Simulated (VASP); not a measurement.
# BaTiO3 (Barioperovskite) (Amm2) in VASP: a series of runs, part 4 of 4

VASP 6.6.1. Earlier steps stand in the parts before.

## (7) Single point, r2SCAN

This run uses another cell than the first one, of 13.64 Å³/atom, 1.128 times its volume.

The input, POSCAR:

```
BaTiO3
1.0
    4.0636669038      0.0000000000      0.0000000000
    0.0000000000      2.8925396159      2.9009514217
    0.0000000000     -2.8925396159      2.9009514217
Ba Ti O
1 1 3
Direct
    0.0000000000      0.0000000000      0.0000000000
    0.5000000000      0.5124000000      0.5124000000
    0.0000000000      0.4874000000      0.4874000000
    0.5000000000      0.5052400000      0.9918400000
    0.5000000000      0.9918400000      0.5052400000
```

The input, INCAR.step1:

```
SYSTEM = BaTiO3
ALGO = Normal
EDIFF = 1E-4
ENCUT = 520
GGA = PE
ISMEAR = 0
LASPH = .TRUE.
LCHARG = .FALSE.
LREAL = .FALSE.
LWAVE = .TRUE.
NBANDS = 28
NELM = 100
PREC = Accurate
SIGMA = 0.01
```

The input, INCAR.step2:

```
SYSTEM = BaTiO3
ALGO = Normal
EDIFF = 1E-6
ENCUT = 520
ISIF = 2
ISMEAR = 0
ISTART = 1
LASPH = .TRUE.
LCHARG = .FALSE.
LMIXTAU = .TRUE.
LREAL = .FALSE.
LWAVE = .FALSE.
METAGGA = R2SCAN
NBANDS = 28
NELM = 100
PREC = Accurate
SIGMA = 0.01
```

The input, KPOINTS:

```
k-points
0
G
  6 6 6
  0 0 0
```

Potentials or basis: VASP PAW PBE potentials, release 64 (Ba_sv, Ti_sv, O).

Launch:

```bash
> cat potpaw_PBE.64/Ba_sv/POTCAR potpaw_PBE.64/Ti_sv/POTCAR potpaw_PBE.64/O/POTCAR > POTCAR
> cp INCAR.step1 INCAR
> mpirun -np 1 vasp_std > vasp.out
> cp INCAR.step2 INCAR
> mpirun -np 1 vasp_std > vasp.out
```

OUTCAR:

```text
SYSTEM = BaTiO3
   EDIFF = 1E-6
   ENCUT = 520
   ISIF = 2
   ISMEAR = 0
   ISTART = 1
   LASPH = .TRUE.
   LREAL = .FALSE.
   METAGGA = R2SCAN
   NELM = 100
   PREC = Accurate

 ion  position               nearest neighbor table
   1  0.000  0.000  0.000-   3 2.83   4 2.87   5 2.87   4 2.87   5 2.87   3 2.89   3 2.89   4 2.90
                             5 2.90   5 2.90   4 2.90   3 2.97   2 3.48   2 3.48   2 3.54   2 3.54
   2  0.500  0.512  0.512-   4 1.96   5 1.96   3 2.04   3 2.04   5 2.13   4 2.13   1 3.48   1 3.48
                             1 3.54   1 3.54   1 3.54   1 3.54   1 3.60   1 3.60
   3  0.000  0.487  0.487-   2 2.04   2 2.04   1 2.83   1 2.89   1 2.89   1 2.97
   4  0.500  0.505  0.992-   2 1.96   2 2.13   1 2.87   1 2.87   1 2.90   1 2.90
   5  0.500  0.992  0.505-   2 1.96   2 2.13   1 2.87   1 2.87   1 2.90   1 2.90

  LATTYP: Found a base centered orthorhombic cell.
 ALAT       =     5.7850792318
 B/A-ratio  =     1.0029081039
 C/A-ratio  =     0.7024392823

  Lattice vectors:

 A1 = (   0.0000000000,   2.8925396159,  -2.9009514217)
 A2 = (   0.0000000000,   2.8925396159,   2.9009514217)
 A3 = (   4.0636669038,   0.0000000000,   0.0000000000)

Analysis of symmetry for initial positions (statically):
=====================================================================
 Subroutine PRICEL returns:
 Original cell was already a primitive cell.

 Routine SETGRP: Setting up the symmetry group for a
 base centered orthorhombic supercell.

 Subroutine GETGRP returns: Found  4 space group operations
 (whereof  4 operations were pure point group operations)
 out of a pool of  8 trial point group operations.

The static configuration has the point symmetry C_2v.

Analysis of symmetry for dynamics (positions and initial velocities):
=====================================================================
 Subroutine PRICEL returns:
 Original cell was already a primitive cell.

 Routine SETGRP: Setting up the symmetry group for a
[... 126 lines left out ...]
   EFERMI =   0.00;   METHOD = LEGACY
   ISMEAR =     0;   SIGMA  =   0.01  broadening in eV -4-tet -1-fermi 0-gaus
   EFERMI_NEDOS =   21; number of points for ismear=-14 and -15
   IALGO  =     38    algorithm
   IMIX   =      4    mixing-type and parameters
     AMIX     =   0.40;   BMIX     =  1.00
     AMIX_MAG =   1.60;   BMIX_MAG =  1.00
  volume/ion in A,a.u.               =      13.64        92.04
  Fermi-wavevector in a.u.,A,eV,Ry     =   1.370373  2.589630 25.550691  1.877923
  Thomas-Fermi vector in A             =   2.496165
   LORBIT       =      0    0 simple, 1 ext, 2 COOP (PROOUT), +10 PAW based schemes
   METAGGA = R2SCAN    functional components
   LHFCALC =     F    Hartree Fock is set to
   AEXX    =    0.0000 exact exchange contribution
   IVDW    =     0    specifies the selected vdW correction
   LEPSILON=     F    determine dielectric tensor
   LRPA    =     F    only Hartree local field effects (RPA)
 non-spin polarized calculation
 Gauss-broadening in eV      SIGMA  =   0.01
  energy-cutoff  :      520.00
  volume of cell :       68.20
 maximum number of plane-waves:      1856
   NGX = 15   NGY = 15   NGZ = 15

 number of electron      39.9999999 magnetization

 Free energy of the ion-electron system (eV)
  ---------------------------------------------------
  ext. energy  EPLUGINS =         0.00000000
  ---------------------------------------------------
  free energy    TOTEN  =       -74.14618817 eV

  energy without entropy =      -74.14618817  energy(sigma->0) =      -74.14618817

 E-fermi :   3.2682     XC(G=0): -11.5675

 val. band max:        3.0687993519   @ k =   0.5000   0.5000   0.5000
 cond. band min:       5.1654648640   @ k =   0.0000   0.0000   0.0000
 fundamental gap:      2.0966655121
 Fermi energy:         3.2682077605

 k-point     1 :       0.0000    0.0000    0.0000
  band No.  band energies     occupation
      1     -56.0099      2.00000
      2     -31.1491      2.00000
      3     -31.1489      2.00000
      4     -31.1347      2.00000
      5     -22.5696      2.00000
      6     -14.6510      2.00000
[... 733 lines left out ...]
     27      11.5546      0.00000
     28      11.9614      0.00000

 [... further k-points ...]
[... 5 lines left out ...]
  --------------------------------------------------------------------------------------
  -------------------------------------------------------------------------------------
  Total       -3.4709746     -3.4230862     -3.6677726      0.0000000      0.0000000      0.0000000
  in kB      -81.5444019    -80.4193490    -86.1678207      0.0000000      0.0000000      0.0000000
  external PRESSURE =     -82.7105239 kB  Pullay stress =       0.0000000 kB

 VOLUME and BASIS-vectors are now :
 -----------------------------------------------------------------------------
  energy-cutoff  :      520.00
  volume of cell :       68.20
      direct lattice vectors                 reciprocal lattice vectors
     4.063666904  0.000000000  0.000000000     0.246083162  0.000000000  0.000000000
     0.000000000  2.892539616  2.900951422     0.000000000  0.172858480  0.172357247
     0.000000000 -2.892539616  2.900951422     0.000000000 -0.172858480  0.172357247

 POSITION                                       TOTAL-FORCE (eV/Angst)
 -----------------------------------------------------------------------------------
      0.00000      0.00000      0.00000         0.000000      0.000000      0.150779
      2.03183      0.00000      2.97290         0.000000      0.000000      0.415551
      0.00000      0.00000      2.82785         0.000000      0.000000      0.282888
      2.03183     -1.40751      4.34296         0.000000      0.186781     -0.424609
      2.03183      1.40751      4.34296         0.000000     -0.186781     -0.424609
 -----------------------------------------------------------------------------------
    total drift:                                0.000000      0.000001      0.012062

  FREE ENERGIE OF THE ION-ELECTRON SYSTEM (eV)
  ---------------------------------------------------
  free  energy   TOTEN  =       -74.1461881674 eV

  energy  without entropy=      -74.1461881674  energy(sigma->0) =      -74.14618817
```

OUTCAR.step1:

```text
SYSTEM = BaTiO3
   EDIFF = 1E-4
   ENCUT = 520
   GGA = PE
   ISMEAR = 0
[... 980 lines left out ...]
      2.03183      0.00000      2.97290         0.000000      0.000000      0.417587
      0.00000      0.00000      2.82785         0.000000      0.000000      0.236832
      2.03183     -1.40751      4.34296         0.000000      0.164839     -0.399970
      2.03183      1.40751      4.34296         0.000000     -0.164839     -0.399970
 -----------------------------------------------------------------------------------
    total drift:                                0.000000      0.000001      0.000496

  FREE ENERGIE OF THE ION-ELECTRON SYSTEM (eV)
  ---------------------------------------------------
  free  energy   TOTEN  =       -39.9600326088 eV

  energy  without entropy=      -39.9600326088  energy(sigma->0) =      -39.96003261
```

OSZICAR.step1:

```text
N       E                     dE             d eps       ncg     rms          rms(c)
DAV:   1     0.430522179195E+03    0.43052E+03   -0.20751E+04  2912   0.153E+03
DAV:   2    -0.543085563154E+01   -0.43595E+03   -0.41672E+03  3356   0.424E+02
DAV:   3    -0.490200575364E+02   -0.43589E+02   -0.43225E+02  4076   0.132E+02
DAV:   4    -0.510704981290E+02   -0.20504E+01   -0.20462E+01  4412   0.243E+01
DAV:   5    -0.511394749026E+02   -0.68977E-01   -0.68969E-01  3900   0.330E+00    0.219E+01
DAV:   6    -0.403518045896E+02    0.10788E+02   -0.59260E+01  4272   0.641E+01    0.103E+01
DAV:   7    -0.402251259955E+02    0.12668E+00   -0.12304E+01  3976   0.253E+01    0.642E+00
DAV:   8    -0.400124719726E+02    0.21265E+00   -0.56834E-01  3528   0.610E+00    0.395E+00
DAV:   9    -0.400208414127E+02   -0.83694E-02   -0.75719E-01  4108   0.774E+00    0.229E+00
DAV:  10    -0.399656644805E+02    0.55177E-01   -0.28512E-01  3628   0.470E+00    0.595E-01
DAV:  11    -0.399609547104E+02    0.47098E-02   -0.28535E-02  3488   0.105E+00    0.327E-01
DAV:  12    -0.399600385618E+02    0.91615E-03   -0.50642E-03  3824   0.632E-01    0.871E-02
DAV:  13    -0.399600326088E+02    0.59530E-05   -0.22447E-04  3144   0.120E-01
   1 F= -.39960033E+02 E0= -.39960033E+02  d E =-.356231-135
```

Wall time 4.1 min (1 thread of Intel Xeon 6975P-C, shared host); peak memory 0.24 GiB.

Results:

| Quantity | Value |
| --- | --- |
| Free energy | -74.1462 eV |
| Pressure | -8.3 GPa |
| Largest force | 0.464 eV/Å |
| Band gap on the k mesh | 2.10 eV, indirect (least direct gap 2.36 eV) |

Forces on the atoms (eV/Å):
```
Ba   0.000  0.000  0.151
Ti   0.000  0.000  0.416
O    0.000  0.000  0.283
O    0.000  0.187 -0.425
O    0.000 -0.187 -0.425
```

Levels at points of the mesh, in eV from the valence-band top:
```tsv
k point	band 18	band 19	band 20	band 21	band 22	band 23
(0.00, 0.00, 0.00)	-0.38	-0.31	-0.27	2.10	2.15	2.28
(0.50, 0.00, 0.00)	-1.65	-0.85	-0.80	2.26	3.56	3.64
(0.00, 0.50, 0.00)	-1.58	-0.83	-0.77	2.30	3.59	3.62
(0.50, 0.50, 0.00)	-0.93	-0.92	-0.08	3.60	3.62	4.00
(0.00, 0.50, 0.50)	-0.95	-0.91	-0.13	3.59	3.65	4.00
(0.50, 0.50, 0.50)	-0.05	-0.01	0.00	4.17	4.20	4.22
```

Caveat: the PAW data sets were made with another functional, which shifts forces and pressure a little; spin-orbit coupling is left out, which moves the levels of the heavy elements. r2SCAN opens gaps a little over a GGA but as a rule still falls short of measured ones.

## (8) The runs side by side

| cell | gap on the mesh (eV) | pressure (GPa) | largest force (eV/Å) |
| --- | --- | --- | --- |
| a = 3.904, b = 3.936, c = 3.936 Å, angles 89.8, 90.0, 90.0°, 5 atoms | 2.39 | 14.0 | 0.28 |
| a = 3.932, b = 3.964, c = 3.964 Å, angles 89.8, 90.0, 90.0°, 5 atoms | 2.34 | 9.2 | 0.25 |
| a = 3.959, b = 3.991, c = 3.991 Å, angles 89.8, 90.0, 90.0°, 5 atoms | 2.29 | 4.9 | 0.26 |
| a = 4.012, b = 4.044, c = 4.044 Å, angles 89.8, 90.0, 90.0°, 5 atoms | 2.19 | -2.4 | 0.33 |
| a = 4.038, b = 4.071, c = 4.071 Å, angles 89.8, 90.0, 90.0°, 5 atoms | 2.14 | -5.5 | 0.40 |
| a = 4.064, b = 4.097, c = 4.097 Å, angles 89.8, 90.0, 90.0°, 5 atoms | 2.10 | -8.3 | 0.46 |

Alike in all rows: task single point; level r2SCAN; potentials or basis VASP PAW PBE potentials, release 64 (Ba_sv, Ti_sv, O); no spin polarisation; k mesh 6 × 6 × 6; cutoff (eV) 520; smearing gaussian 0.01 eV.

Caveats: the PAW data sets were made with another functional, which shifts forces and pressure a little; spin-orbit coupling is left out, which moves the levels of the heavy elements.

Total energies depend on the potentials used, so only differences within one code and one set of settings carry meaning.
